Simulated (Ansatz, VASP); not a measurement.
# Two plane-wave programs on MgO

```
Mg O
1.0
     0.00000    2.10665    2.10665
     2.10665    0.00000    2.10665
     2.10665    2.10665    0.00000
Mg O
1 1
Direct
  0.00000 0.00000 0.00000
  0.50000 0.50000 0.50000
```

Alike in both runs: task single point; functional PBE; k mesh 10 × 10 × 10; occupations gaussian, width 0.1 eV; no spin polarisation.

|  | VASP | Ansatz |
| --- | --- | --- |
| version | VASP 6.6.1 | Ansatz 0.2.0 |
| potentials or method | VASP PAW PBE potentials, release 64 (Mg_sv, O), cutoff 840 eV | PAW, plane waves, scalar-relativistic |
| valence electrons in the cell | 16 | 16 |

```csv
,VASP,Ansatz,Ansatz less VASP
pressure (GPa),4.6,4.5,-0.10
```
